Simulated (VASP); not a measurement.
# Co (Fm-3m) in VASP: further runs

The runs below take Co through single point, with HSE06.

All numbers are computed with VASP 6.6.1; they aren't measurements. Logs are shortened: lines on timing, memory, paths and dates and some standing lists are left out, and cuts for length are marked.

## 1. The cell of the first run

Symmetry: Fm-3m, No. 225, cubic system. Conventional cell: a = 3.427 Å, b = 3.427 Å, c = 3.427 Å, α = 90.00°, β = 90.00°, γ = 90.00°. Within 3.2 Å of Co (site symmetry m-3m) lie 12 Co at 2.42 Å.

This isn't the form of Co at room conditions, which is hcp.

## 2. Single point, HSE06

Input file POSCAR:

```
Co
1.0
    0.0000000000      1.7134224700      1.7134224700
    1.7134224700      0.0000000000      1.7134224700
    1.7134224700      1.7134224700      0.0000000000
Co
1
Direct
    0.0000000000      0.0000000000      0.0000000000
```

Input file INCAR.step1:

```
ALGO = Normal ; EDIFF = 1E-5
ENCUT = 520 ; GGA = PE
ISIF = 2 ; ISMEAR = -1
LASPH = True ; LCHARG = False
LREAL = False ; LWAVE = True
NBANDS = 10 ; NELM = 80
PREC = Accurate ; SIGMA = 0.1
```

Input file INCAR.step2:

```
ALGO = Normal ; EDIFF = 1E-6
ENCUT = 520 ; GGA = PE
HFSCREEN = 0.2079 ; ISIF = 2
ISMEAR = -1 ; ISTART = 1
LASPH = True ; LCHARG = False
LHFCALC = True ; LREAL = False
LWAVE = False ; NBANDS = 10
NELM = 80 ; PREC = Accurate
PRECFOCK = Normal ; SIGMA = 0.1
```

Input file KPOINTS:

```
k-points
0
Gamma
  6 6 6
```

Potentials or basis: VASP PAW PBE potentials, release 64 (Co).

Command:

```console
$ cat potpaw_PBE.64/Co/POTCAR > POTCAR
$ cp INCAR.step1 INCAR
$ mpirun -np 1 vasp_std > vasp.out
$ cp INCAR.step2 INCAR
$ mpirun -np 1 vasp_std > vasp.out
```

OUTCAR:

```text
EDIFF = 1E-6
   ENCUT = 520
   GGA = PE
   HFSCREEN = 0.2079
   ISIF = 2
   ISMEAR = -1
   ISTART = 1
   LASPH = True
   LHFCALC = True
   LREAL = False
   NELM = 80
   PREC = Accurate
   PRECFOCK = Normal

 ion  position               nearest neighbor table
   1  0.000  0.000  0.000-

  LATTYP: Found a face centered cubic cell.
 ALAT       =     3.4268449400

  Lattice vectors:

 A1 = (   0.0000000000,   1.7134224700,   1.7134224700)
 A2 = (   1.7134224700,   0.0000000000,   1.7134224700)
 A3 = (   1.7134224700,   1.7134224700,   0.0000000000)

Analysis of symmetry for initial positions (statically):
=====================================================================
 Subroutine PRICEL returns:
 Original cell was already a primitive cell.

 Routine SETGRP: Setting up the symmetry group for a
 face centered cubic supercell.

 Subroutine GETGRP returns: Found 48 space group operations
 (whereof 48 operations were pure point group operations)
 out of a pool of 48 trial point group operations.

The static configuration has the point symmetry O_h .

Analysis of symmetry for dynamics (positions and initial velocities):
=====================================================================
 Subroutine PRICEL returns:
 Original cell was already a primitive cell.

 Routine SETGRP: Setting up the symmetry group for a
 face centered cubic supercell.

 Subroutine GETGRP returns: Found 48 space group operations
 (whereof 48 operations were pure point group operations)
 out of a pool of 48 trial point group operations.

The dynamic configuration has the point symmetry O_h .

 Subroutine INISYM returns: Found 48 space group operations
 (whereof 48 operations are pure point group operations),
 and found     1 'primitive' translations

----------------------------------------------------------------------------------------

                                     Primitive cell

  volume of cell :      10.0606

  direct lattice vectors                    reciprocal lattice vectors
     0.000000000  1.713422470  1.713422470    -0.291813612  0.291813612  0.291813612
     1.713422470  0.000000000  1.713422470     0.291813612 -0.291813612  0.291813612
     1.713422470  1.713422470  0.000000000     0.291813612  0.291813612 -0.291813612

  length of vectors
     2.423145295  2.423145295  2.423145295     0.505436002  0.505436002  0.505436002

  position of ions in fractional coordinates (direct lattice)
     0.000000000  0.000000000  0.000000000

  ion indices of the primitive-cell ions
   primitive index   ion index
                 1           1

----------------------------------------------------------------------------------------

 KPOINTS: k-points

Automatic generation of k-mesh.
 Grid dimensions read from file:
 generate k-points for:    6    6    6

 Generating k-lattice:

  Cartesian coordinates                     Fractional coordinates (reciprocal lattice)
    -0.048635602  0.048635602  0.048635602     0.166666667  0.000000000  0.000000000
     0.048635602 -0.048635602  0.048635602     0.000000000  0.166666667  0.000000000
     0.048635602  0.048635602 -0.048635602     0.000000000  0.000000000  0.166666667

  Length of vectors
     0.084239334  0.084239334  0.084239334

  Shift w.r.t. Gamma in fractional coordinates (k-lattice)
     0.000000000  0.000000000  0.000000000

 Subroutine IBZKPT returns following result:
 ===========================================

 Found     16 irreducible k-points:

 Following reciprocal coordinates:
            Coordinates               Weight
  0.000000  0.000000  0.000000      1.000000
  0.166667  0.000000  0.000000      8.000000
  0.333333  0.000000  0.000000      8.000000
  0.500000  0.000000  0.000000      4.000000
  0.166667  0.166667  0.000000      6.000000
  0.333333  0.166667  0.000000     24.000000
[... 8 lines left out ...]
 -0.333333  0.333333  0.166667     24.000000
 -0.333333  0.500000  0.166667     12.000000
   k-points           NKPTS =     16   k-points in BZ     NKDIM =    216   number of bands    NBANDS=     10
   number of dos      NEDOS =    301   number of ions     NIONS =      1
   total plane-waves  NPLWV =   5832
   dimension x,y,z NGX =    18 NGY =   18 NGZ =   18
   dimension x,y,z NGXF=    36 NGYF=   36 NGZF=   36
   ions per type =               1
   NGX,Y,Z   is equivalent  to a cutoff of  12.35, 12.35, 12.35 a.u.
   NGXF,Y,Z  is equivalent  to a cutoff of  24.70, 24.70, 24.70 a.u.
 SYSTEM =  unknown system
   PREC   = accura    normal or accurate (medium, high low for compatibility)
   ISTART =      1    job   : 0-new  1-cont  2-samecut
   ICHARG =      0    charge: 1-file 2-atom 10-const
   ISPIN  =      1    spin polarized calculation?
   LNONCOLLINEAR =      F non collinear calculations
   LSORBIT =      F    spin-orbit coupling
   LASPH  =      T    aspherical Exc in radial PAW
   ENCUT  =  520.0 eV  38.22 Ry    6.18 a.u.   4.51  4.51  4.51*2*pi/ulx,y,z
   NELM   =     80;   NELMIN=  2; NELMDL=  0     # of ELM steps
   EDIFF  = 0.1E-05   stopping-criterion for ELM
   LREAL  =      F    real-space projection
   EDIFFG = 0.1E-04   stopping-criterion for IOM
   NSW    =      0    number of steps for IOM
   IBRION =     -1    ionic relax: 0-MD 1-quasi-New 2-CG
   NFREE  =      0    steps in history (QN), initial steepest desc. (CG)
   ISIF   =      2    stress and relaxation
   ISYM   =      3    0-nonsym 1-usesym 2-fastsym
   POTIM  = 0.5000    time-step for ionic-motion
   TEBEG  =    0.0;   TEEND  =   0.0 temperature during run
   PSTRESS=    0.0 pullay stress
   NELECT =       9.0000    total number of electrons
   NUPDOWN=      -1.0000    fix difference up-down
   EMIN   =  10.00;   EMAX   =-10.00  energy-range for DOS
   EFERMI =   0.00;   METHOD = LEGACY
   ISMEAR =    -1;   SIGMA  =   0.10  broadening in eV -4-tet -1-fermi 0-gaus
   EFERMI_NEDOS =   21; number of points for ismear=-14 and -15
   IALGO  =     38    algorithm
   IMIX   =      1    mixing-type and parameters
     AMIX     =   0.40;   BMIX     =  1.00
     AMIX_MAG =   1.60;   BMIX_MAG =  1.00
  volume/ion in A,a.u.               =      10.06        67.89
  Fermi-wavevector in a.u.,A,eV,Ry     =   1.577422  2.980895 33.854832  2.488260
  Thomas-Fermi vector in A             =   2.678106
   LORBIT       =      0    0 simple, 1 ext, 2 COOP (PROOUT), +10 PAW based schemes
   GGA     = PE    functional components
   LHFCALC =     T    Hartree Fock is set to
   PRECFOCK=normal    Normal, Fast or Accurate (Low or Medium for compatibility)
   ENCUT4O =  -1.0   cutoff for four orbital integrals eV
   NKREDX  =     1    reduce k-point grid by
   NKREDY  =     1    reduce k-point grid by
   NKREDZ  =     1    reduce k-point grid by
   AEXX    =    0.2500 exact exchange contribution
   HFSCREEN=    0.2079 screening length (either q_TF or 0.3 A-1)
   HFSCREENC=   0.2079 screening length for correlation (either q_TF or 0.3 A-1)
   ENCUTFOCK=  -1.0 apply spherical cutoff to Coloumb kernel
   IVDW    =     0    specifies the selected vdW correction
   LEPSILON=     F    determine dielectric tensor
   LRPA    =     F    only Hartree local field effects (RPA)
 non-spin polarized calculation
  energy-cutoff  :      520.00
  volume of cell :       10.06
 maximum number of plane-waves:       283
 NGX is ok and might be reduce to    18
  NGX = 14; NGY = 14; NGZ = 14

 number of electron       9.0000001 magnetization

 Free energy of the ion-electron system (eV)
  ---------------------------------------------------
  ext. energy  EPLUGINS =         0.00000000
  ---------------------------------------------------
  free energy    TOTEN  =        -7.97278436 eV

  energy without entropy =       -7.91074177  energy(sigma->0) =       -7.94176306

 E-fermi :  10.6645     XC(G=0): -11.2418

 val. band max:       10.6567174036   @ k =  -0.1667   0.1667   0.0000
 cond. band min:      10.8893841752   @ k =   0.3333   0.3333   0.0000
 fundamental gap:      0.2326667715
 Fermi energy:        10.6645156679

 k-point     1 :       0.0000    0.0000    0.0000
  band No.  band energies     occupation
      1       0.6331      2.00000
      2       8.3715      2.00000
      3       8.3715      2.00000
      4       8.3715      2.00000
      5       8.8379      2.00000
      6       8.8379      2.00000
      7      35.9906      0.00000
      8      41.4810      0.00000
      9      41.4810      0.00000
     10      41.4810      0.00000

 k-point     2 :       0.1667    0.0000    0.0000
  band No.  band energies     occupation
      1       1.8984      2.00000
      2       8.0510      2.00000
      3       8.3975      2.00000
      4       8.3975      2.00000
      5       9.1193      2.00000
      6       9.1193      2.00000
      7      32.5593      0.00000
      8      37.2207      0.00000
      9      40.6048      0.00000
     10      40.6048      0.00000

 k-point     3 :       0.3333    0.0000    0.0000
  band No.  band energies     occupation
      1       4.4423      2.00000
      2       7.8707      2.00000
      3       7.8707      2.00000
      4       8.4940      2.00000
      5      10.4282      1.82802
      6      10.4282      1.82801
      7      24.4316      0.00000
      8      35.5332      0.00000
      9      39.7096      0.00000
     10      39.7096      0.00000

 k-point     4 :       0.5000    0.0000    0.0000
  band No.  band energies     occupation
      1       5.0300      2.00000
      2       7.6038      2.00000
      3       7.6038      2.00000
      4      10.8951      0.18121
      5      11.2095      0.00856
      6      11.2095      0.00856
      7      19.6499      0.00000
      8      34.5562      0.00000
      9      39.3096      0.00000
     10      39.3096      0.00000
[... 118 lines left out ...]
 k-point    14 :       0.5000    0.3333    0.1667
  band No.  band energies     occupation
      1       5.5985      2.00000
      2       6.8984      2.00000
      3       7.6201      2.00000
      4       9.0217      2.00000
      5      10.9232      0.14003
      6      13.6520      0.00000
      7      25.9198      0.00000
      8      26.8852      0.00000
      9      30.9078      0.00000
     10      40.7941      0.00000

 k-point    15 :      -0.3333    0.3333    0.1667
  band No.  band energies     occupation
      1       5.9260      2.00000
      2       6.8041      2.00000
      3       7.8756      2.00000
      4       8.7126      2.00000
      5      11.5710      0.00023
      6      17.7388      0.00000
      7      20.2028      0.00000
      8      27.0089      0.00000
      9      28.3851      0.00000
     10      41.3125      0.00000

 k-point    16 :      -0.3333    0.5000    0.1667
  band No.  band energies     occupation
      1       5.1438      2.00000
      2       6.4953      2.00000
      3       8.8904      2.00000
      4       9.1562      2.00000
      5      12.0497      0.00000
      6      18.3219      0.00000
      7      23.0754      0.00000
      8      23.9096      0.00000
      9      25.8805      0.00000
     10      39.8612      0.00000

------------------------ aborting loop because EDIFF is reached ----------------------------------------

  FORCE on cell =-STRESS in cart. coord.  units (eV):
  Direction    XX          YY          ZZ          XY          YZ          ZX
  --------------------------------------------------------------------------------------
  -------------------------------------------------------------------------------------
  Total       -0.0840887     -0.0840887     -0.0840887      0.0000000      0.0000000      0.0000000
  in kB      -13.3913633    -13.3913633    -13.3913633      0.0000000      0.0000000      0.0000000
  external PRESSURE =     -13.3913633 kB  Pullay stress =       0.0000000 kB

 VOLUME and BASIS-vectors are now :
 -----------------------------------------------------------------------------
  energy-cutoff  :      520.00
  volume of cell :       10.06
      direct lattice vectors                 reciprocal lattice vectors
     0.000000000  1.713422470  1.713422470    -0.291813612  0.291813612  0.291813612
     1.713422470  0.000000000  1.713422470     0.291813612 -0.291813612  0.291813612
     1.713422470  1.713422470  0.000000000     0.291813612  0.291813612 -0.291813612

 POSITION                                       TOTAL-FORCE (eV/Angst)
 -----------------------------------------------------------------------------------
      0.00000      0.00000      0.00000         0.000000      0.000000      0.000000
 -----------------------------------------------------------------------------------
    total drift:                                0.000001      0.000018      0.000006

  FREE ENERGIE OF THE ION-ELECTRON SYSTEM (eV)
  ---------------------------------------------------
  free  energy   TOTEN  =        -7.9727843612 eV

  energy  without entropy=       -7.9107417658  energy(sigma->0) =       -7.94176306
```

Wall time 6.9 min (1 thread of Intel Xeon 8259CL, shared host); peak memory 0.22 GiB.

Results:

```
Free energy            : -7.9728 eV
Pressure               : -1.3 GPa
Band gap on the k mesh : zero (an odd number of electrons rules out a gap without spin polarisation)
```

Caveat: the k points lie up to 0.53 Å⁻¹ apart, too coarse for converged energies and pressures of a metal; the PAW data sets were made with another functional, which shifts forces and pressure a little; the run has no spin polarisation, though such a crystal can be magnetic.

## 3. Single point, HSE06

This run uses another cell than the first one, of 10.37 Å³/atom.

Input file POSCAR:

```
Co
1.0
    0.0000000000      1.7307309391      1.7307309391
    1.7307309391      0.0000000000      1.7307309391
    1.7307309391      1.7307309391      0.0000000000
Co
1
Direct
    0.0000000000      0.0000000000      0.0000000000
```

Input file INCAR.step1:

```
SYSTEM = Co
PREC = Accurate ; ENCUT = 520
EDIFF = 1E-5 ; ISMEAR = -1
SIGMA = 0.1 ; LREAL = .False.
LASPH = .True. ; NELM = 60
ALGO = Normal ; ISIF = 2
LWAVE = .True. ; GGA = PE
NBANDS = 10
```

Input file INCAR.step2:

```
SYSTEM = Co
PREC = Accurate ; ENCUT = 520
EDIFF = 1E-6 ; ISMEAR = -1
SIGMA = 0.1 ; LREAL = .False.
LASPH = .True. ; NELM = 60
ALGO = Normal ; ISIF = 2
LWAVE = .False. ; LCHARG = .True.
GGA = PE ; LHFCALC = .True.
HFSCREEN = 0.2079 ; PRECFOCK = Normal
LELF = .True. ; LVHAR = .True.
ISTART = 1 ; NBANDS = 10
```

Input file KPOINTS:

```
regular mesh
0
Gamma
  6 6 6
  0 0 0
```

Potentials or basis: VASP PAW PBE potentials, release 64 (Co).

Command:

```console
$ cat potpaw_PBE.64/Co/POTCAR > POTCAR
$ cp INCAR.step1 INCAR
$ mpirun -np 1 vasp_std > vasp.out
$ cp INCAR.step2 INCAR
$ mpirun -np 1 vasp_std > vasp.out
```

Wall time 8 min (1 thread of Intel Xeon 8259CL, shared host); peak memory 0.23 GiB.

It converged, with:

```
Free energy            : -7.9629 eV
Pressure               : -8.7 GPa
Band gap on the k mesh : zero (an odd number of electrons rules out a gap without spin polarisation)
```

Levels at points of the mesh, in eV from the Fermi level:
```csv
k point,band 1,band 2,band 3,band 4,band 5,band 6,band 7,band 8,band 9
"(0.00, 0.00, 0.00)",-9.82,-2.20,-2.20,-2.20,-1.82,-1.82,25.06,30.32,30.32
"(0.50, 0.00, 0.00)",-5.44,-2.98,-2.98,0.26,0.52,0.52,8.70,23.64,28.07
"(0.50, 0.50, 0.00)",-6.10,-4.75,-0.81,1.30,1.30,3.47,11.96,17.26,17.26
```

Caveat: the k points lie up to 0.52 Å⁻¹ apart, too coarse for converged energies and pressures of a metal; the PAW data sets were made with another functional, which shifts forces and pressure a little; the run has no spin polarisation, though such a crystal can be magnetic.
